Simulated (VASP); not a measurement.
# W (Im-3m) in VASP: single point with PBE

Aim: the single point of W with PBE.

Everything below comes from runs of VASP 6.6.1. Logs are shortened: lines on timing, memory, paths and dates and some standing lists are left out, and cuts for length are marked.

## (1) The cell of the first run

It takes space group Im-3m (No. 229, cubic). The conventional cell has a = 3.184 Å, b = 3.184 Å, c = 3.184 Å, α = 90.00°, β = 90.00°, γ = 90.00°. W (site symmetry m-3m) has 14 W at 2.76 to 3.18 Å within 3.6 Å.

## (2) Single point, PBE

Input file INCAR:

```
SYSTEM = W
ALGO = Normal
EDIFF = 1E-6
ENCUT = 500
GGA = PE
GGA_COMPAT = .FALSE.
ISIF = 2
ISMEAR = 0
LASPH = .TRUE.
LCHARG = .FALSE.
LREAL = .FALSE.
LWAVE = .FALSE.
NBANDS = 13
NELM = 120
PREC = Accurate
SIGMA = 0.1
```

Input file KPOINTS:

```
k-points
0
G
  18 18 18
  0 0 0
```

Input file POSCAR:

```
W
1.0
   -1.5918580604      1.5918580604      1.5918580604
    1.5918580604     -1.5918580604      1.5918580604
    1.5918580604      1.5918580604     -1.5918580604
W
1
Direct
    0.0000000000      0.0000000000      0.0000000000
```

Potentials or basis: VASP PAW PBE potentials, release 64 (W_sv).

Command:

```sh
cat potpaw_PBE.64/W_sv/POTCAR > POTCAR
mpirun -np 1 vasp_std > vasp.out
```

OUTCAR:

```text
SYSTEM = W
   EDIFF = 1E-6
   ENCUT = 500
   GGA = PE
   ISIF = 2
   ISMEAR = 0
   LASPH = .TRUE.
   LREAL = .FALSE.
   NELM = 120
   PREC = Accurate

 ion  position               nearest neighbor table
   1  0.000  0.000  0.000-

  LATTYP: Found a body centered cubic cell.
 ALAT       =     3.1837161208

  Lattice vectors:

 A1 = (  -1.5918580604,   1.5918580604,   1.5918580604)
 A2 = (   1.5918580604,  -1.5918580604,   1.5918580604)
 A3 = (   1.5918580604,   1.5918580604,  -1.5918580604)

Analysis of symmetry for initial positions (statically):
=====================================================================
 Subroutine PRICEL returns:
 Original cell was already a primitive cell.

 Routine SETGRP: Setting up the symmetry group for a
 body centered cubic supercell.

 Subroutine GETGRP returns: Found 48 space group operations
 (whereof 48 operations were pure point group operations)
 out of a pool of 48 trial point group operations.

The static configuration has the point symmetry O_h .

Analysis of symmetry for dynamics (positions and initial velocities):
=====================================================================
 Subroutine PRICEL returns:
 Original cell was already a primitive cell.

 Routine SETGRP: Setting up the symmetry group for a
 body centered cubic supercell.

 Subroutine GETGRP returns: Found 48 space group operations
 (whereof 48 operations were pure point group operations)
 out of a pool of 48 trial point group operations.

The dynamic configuration has the point symmetry O_h .

 Subroutine INISYM returns: Found 48 space group operations
 (whereof 48 operations are pure point group operations),
 and found     1 'primitive' translations

----------------------------------------------------------------------------------------

                                     Primitive cell

  volume of cell :      16.1352

  direct lattice vectors                    reciprocal lattice vectors
    -1.591858060  1.591858060  1.591858060     0.000000000  0.314098356  0.314098356
     1.591858060 -1.591858060  1.591858060     0.314098356  0.000000000  0.314098356
     1.591858060  1.591858060 -1.591858060     0.314098356  0.314098356  0.000000000

  length of vectors
     2.757179039  2.757179039  2.757179039     0.444202155  0.444202155  0.444202155

  position of ions in fractional coordinates (direct lattice)
[... 83 lines left out ...]
   ISIF   =      2    stress and relaxation
   ISYM   =      2    0-nonsym 1-usesym 2-fastsym
   POTIM  = 0.5000    time-step for ionic-motion
   TEBEG  =    0.0;   TEEND  =   0.0 temperature during run
   PSTRESS=    0.0 pullay stress
   NELECT =      14.0000    total number of electrons
   NUPDOWN=      -1.0000    fix difference up-down
   EMIN   =  10.00;   EMAX   =-10.00  energy-range for DOS
   EFERMI =   0.00;   METHOD = LEGACY
   ISMEAR =     0;   SIGMA  =   0.10  broadening in eV -4-tet -1-fermi 0-gaus
   EFERMI_NEDOS =   21; number of points for ismear=-14 and -15
   IALGO  =     38    algorithm
   IMIX   =      4    mixing-type and parameters
     AMIX     =   0.40;   BMIX     =  1.00
     AMIX_MAG =   1.60;   BMIX_MAG =  1.00
  volume/ion in A,a.u.               =      16.14       108.89
  Fermi-wavevector in a.u.,A,eV,Ry     =   1.561444  2.950702 33.172479  2.438108
  Thomas-Fermi vector in A             =   2.664509
   LORBIT       =      0    0 simple, 1 ext, 2 COOP (PROOUT), +10 PAW based schemes
   GGA     = PE    functional components
   LHFCALC =     F    Hartree Fock is set to
   AEXX    =    0.0000 exact exchange contribution
   IVDW    =     0    specifies the selected vdW correction
   LEPSILON=     F    determine dielectric tensor
   LRPA    =     F    only Hartree local field effects (RPA)
 non-spin polarized calculation
 Gauss-broadening in eV      SIGMA  =   0.10
  energy-cutoff  :      500.00
  volume of cell :       16.14
 maximum number of plane-waves:       420
   NGX =  9   NGY =  9   NGZ =  9

 number of electron      14.0000000 magnetization

 Free energy of the ion-electron system (eV)
  ---------------------------------------------------
  ext. energy  EPLUGINS =         0.00000000
  ---------------------------------------------------
  free energy    TOTEN  =       -12.95107999 eV

  energy without entropy =      -12.94750700  energy(sigma->0) =      -12.94929350

 E-fermi :  11.1874     XC(G=0): -13.5400

 val. band max:       11.1832962099   @ k =  -0.2778   0.3333   0.2222
 cond. band min:      11.1995624285   @ k =   0.5000   0.5000   0.2222
 fundamental gap:      0.0162662187
 Fermi energy:        11.1874328620

 k-point     1 :       0.0000    0.0000    0.0000
  band No.  band energies     occupation
      1     -63.0132      2.00000
      2     -26.6011      2.00000
      3     -26.6011      2.00000
      4     -26.6011      2.00000
      5       1.6497      2.00000
      6       9.9916      2.00000
      7       9.9916      2.00000
      8       9.9916      2.00000
      9      13.4104      0.00000
     10      13.4104      0.00000
     11      25.6647      0.00000
     12      25.6647      0.00000
     13      25.6647      0.00000
[... 354 lines left out ...]
  band No.  band energies     occupation
      1     -62.8892      2.00000
      2     -27.7406      2.00000
      3     -27.0299      2.00000
      4     -26.6610      2.00000
      5       5.4550      2.00000
      6       7.8546      2.00000
      7      10.5750      2.00000
      8      13.1764      0.00000
      9      14.4706      0.00000
     10      17.4635      0.00000
     11      21.8627      0.00000
     12      23.6646      0.00000
     13      27.7455      0.00000

 [... further k-points ...]

------------------------ aborting loop because EDIFF is reached ----------------------------------------

  FORCE on cell =-STRESS in cart. coord.  units (eV):
  Direction    XX          YY          ZZ          XY          YZ          ZX
  --------------------------------------------------------------------------------------
  -------------------------------------------------------------------------------------
  Total        0.0433484      0.0433484      0.0433484      0.0000000      0.0000000     -0.0000000
  in kB        4.3043851      4.3043851      4.3043851      0.0000000      0.0000000     -0.0000000
  external PRESSURE =       4.3043851 kB  Pullay stress =       0.0000000 kB

 VOLUME and BASIS-vectors are now :
 -----------------------------------------------------------------------------
  energy-cutoff  :      500.00
  volume of cell :       16.14
      direct lattice vectors                 reciprocal lattice vectors
    -1.591858060  1.591858060  1.591858060     0.000000000  0.314098356  0.314098356
     1.591858060 -1.591858060  1.591858060     0.314098356  0.000000000  0.314098356
     1.591858060  1.591858060 -1.591858060     0.314098356  0.314098356  0.000000000

 POSITION                                       TOTAL-FORCE (eV/Angst)
 -----------------------------------------------------------------------------------
      0.00000      0.00000      0.00000        -0.000000     -0.000000     -0.000000
 -----------------------------------------------------------------------------------
    total drift:                                0.000000     -0.000000      0.000000

  FREE ENERGIE OF THE ION-ELECTRON SYSTEM (eV)
  ---------------------------------------------------
  free  energy   TOTEN  =       -12.9510799906 eV

  energy  without entropy=      -12.9475070010  energy(sigma->0) =      -12.94929350
```

stdout:

```text
POSCAR found type information on POSCAR W
 POSCAR found :  1 types and       1 ions
 scaLAPACK will be used
 LDA part: xc-table for (Slater+PW92), standard interpolation
 POSCAR, INCAR and KPOINTS ok, starting setup
 FFT: planning ... GRIDC
 FFT: planning ... GRID_SOFT
 FFT: planning ... GRID
 WAVECAR not read
 entering main loop
```

Run time: 15 s. Hardware: 1 thread of Intel Xeon Platinum 8375C at 2.90GHz (Ice Lake), shared host; peak memory 0.15 GiB.

What came out:

```
Free energy            : -12.9511 eV
Pressure               : 0.4 GPa
Band gap on the k mesh : zero (band 7 reaches 16.23 eV, above the bottom of band 8 at 9.99 eV)
```

Levels at points of the mesh, in eV from the Fermi level:
| k point | band 4 | band 5 | band 6 | band 7 | band 8 | band 9 | band 10 | band 11 |
| --- | --- | --- | --- | --- | --- | --- | --- | --- |
| (0.00, 0.00, 0.00) | -37.79 | -9.54 | -1.20 | -1.20 | -1.20 | 2.22 | 2.22 | 14.48 |
| (0.50, 0.00, 0.00) | -37.79 | -6.16 | -3.48 | 0.62 | 2.11 | 3.06 | 6.00 | 10.80 |
| (0.50, 0.50, 0.50) | -38.64 | -5.69 | -5.69 | 5.04 | 5.04 | 5.04 | 8.11 | 8.11 |

Caveat: spin-orbit coupling is left out, which moves the levels of the heavy elements.
